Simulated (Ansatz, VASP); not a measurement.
# Bi: VASP beside Ansatz

File INCAR:

```
PREC     = Accurate       # precision mode
ENCUT    = 520            # plane-wave cutoff, eV
EDIFF    = 1E-6           # SCF threshold, eV
ISMEAR   = -1             # smearing method
SIGMA    = 0.03           # smearing width, eV
LREAL    = False          # projectors in reciprocal space
LASPH    = True           # aspherical terms in the spheres
NELM     = 80             # most SCF steps
ALGO     = Normal         # electronic algorithm
ISIF     = 2              # what is computed and relaxed
LWAVE    = False          # write WAVECAR
LCHARG   = False          # write CHGCAR
GGA      = PS             # functional
NBANDS   = 22             # bands
```

KPOINTS

```
regular mesh
0
Gamma
  10 10 10
```

Contents of POSCAR:

```
Bi
1.0
    2.2729996784      1.3123169762      3.8749200000
   -2.2729996784      1.3123169762      3.8749200000
    0.0000000000     -2.6246339523      3.8749200000
Bi
2
Direct
    0.2338900000      0.2338900000      0.2338900000
    0.7661100000      0.7661100000      0.7661100000
```

Input for Ansatz:

```yaml
crystal:
  lattice:
    - [2.2729996784, 1.3123169762, 3.87492]
    - [-2.2729996784, 1.3123169762, 3.87492]
    - [0.0, -2.6246339523, 3.87492]
  atoms:
    - { symbol: Bi, position: [0.23389, 0.23389, 0.23389] }
    - { symbol: Bi, position: [0.76611, 0.76611, 0.76611] }
kpoints:
  mp_grid: { grid: [10, 10, 10] }
  band_path:
    path:
      - [0.0, 0.0, 0.0]
      - [0.5, 0.5, 0.5]
      - [0.7568686748, 0.2431313252, 0.5]
      - [0.5, -0.2431313252, 0.2431313252]
      - [0.5, 0.0, 0.0]
      - [0.0, 0.0, 0.0]
      - [0.3715656626, -0.3715656626, 0.0]
      - [0.6284343374, 0.0, 0.3715656626]
      - [0.5, 0.0, 0.5]
    npoints: 5
scf:
  occupations: { method: fermi_dirac, width: 0.03 }
hamiltonian:
  xc: pbesol
  pseudopotentials: { kind: all_electron, lapw: { basis_error: 0.0005 } }
output:
  forces: true
  stress: true
  eigenvalues: true
```

Change from the starting cell: zz strain of -2 %.

Alike in both runs: task single point; functional PBEsol; k mesh 10 × 10 × 10; occupations fermi-dirac, width 0.03 eV; no spin polarisation.

```csv
,VASP,Ansatz
version,VASP 6.6.1,Ansatz 0.2.0
potentials or method,"VASP PAW PBE potentials, release 64 (Bi_d), cutoff 520 eV","all-electron LAPW, scalar-relativistic"
```

Ansatz gave:

```
pressure (GPa)                                                : 0.2
traceless stress, the component that is largest in VASP (GPa) : 0.33
rms of the force components (eV/Å)                            : 0.135
```

Problem. What did VASP give for the same quantities?

Solution. Pressure (GPa): 0.1; traceless stress, the component that is largest in VASP (GPa): 0.33; rms of the force components (eV/Å): 0.138.

VASP's potentials were made for PBE, not for PBEsol. Atom by atom the forces differ by 0.003 eV/Å (rms over components). Ansatz ran all-electron here, and VASP with PAW potentials.

Neither program's run includes spin-orbit coupling.
